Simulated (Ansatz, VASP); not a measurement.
**Two plane-wave programs on SbP**

INCAR

```
PREC = Accurate ; ENCUT = 520
EDIFF = 1E-7 ; ISMEAR = 0
SIGMA = 0.1 ; LREAL = False
LASPH = True ; NELM = 60
ALGO = Normal ; ISIF = 2
LWAVE = False ; LCHARG = False
GGA = PE ; NBANDS = 18
```

KPOINTS

```
regular mesh
0
Gamma
  6 6 4
```

Contents of POSCAR:

```
SbP
1.0
    3.4545324900      0.0000000000      0.0000000000
   -0.0526834800      3.6271624300      0.0000000000
   -0.0039731100     -0.3274766800      5.0331357700
Sb P
2 2
Direct
    0.5005679700      0.5000479800      0.4992449900
    0.0001590000      0.9999979700      0.4991550100
    0.4878830000      0.4887810100      0.0007420000
    0.0112280000      0.0117830000      0.0011440000
```

Input for Ansatz:

```yaml
crystal:
  lattice:
    - [3.45453249, 0.0, 0.0]
    - [-0.05268348, 3.62716243, 0.0]
    - [-0.00397311, -0.32747668, 5.03313577]
  atoms:
    - { symbol: Sb, position: [0.50056797, 0.50004798, 0.49924499] }
    - { symbol: Sb, position: [0.000159, 0.99999797, 0.49915501] }
    - { symbol: P, position: [0.487883, 0.48878101, 0.000742] }
    - { symbol: P, position: [0.011228, 0.011783, 0.001144] }
basis:
  ecutwfc: 420
kpoints:
  mp_grid: { grid: [6, 6, 4] }
hamiltonian:
  xc: pbe
scf:
  occupations: { method: gaussian, width: 0.1 }
  lower_state_search: "off"
output:
  forces: true
  stress: true
  eigenvalues: true
```

Alike in both runs: task single point; functional PBE; k mesh 6 × 6 × 4; occupations gaussian, width 0.1 eV; no spin polarisation.

|  | VASP | Ansatz |
| --- | --- | --- |
| version | VASP 6.6.1 | Ansatz 0.2.0 |
| potentials or method | VASP PAW PBE potentials, release 64 (Sb, P), cutoff 520 eV | scalar-relativistic, plane waves, PAW |
| valence electrons in the cell | 20 | 40 |

|  | VASP | Ansatz | Ansatz less VASP |
| --- | --- | --- | --- |
| gap on the k mesh at the Fermi level (eV) | none | none | - |
| rms of the force components (eV/Å) | 0.138 | 0.139 | +0.0009 |

Atom by atom the forces differ by 0.006 eV/Å (rms over components). A gap of «none» marks a metal or a gap that the smearing closes. VASP's potentials hold 20 valence electrons a cell and Ansatz's 40, so a difference there can come from the potentials and not from the codes.

Neither program's run includes spin-orbit coupling.
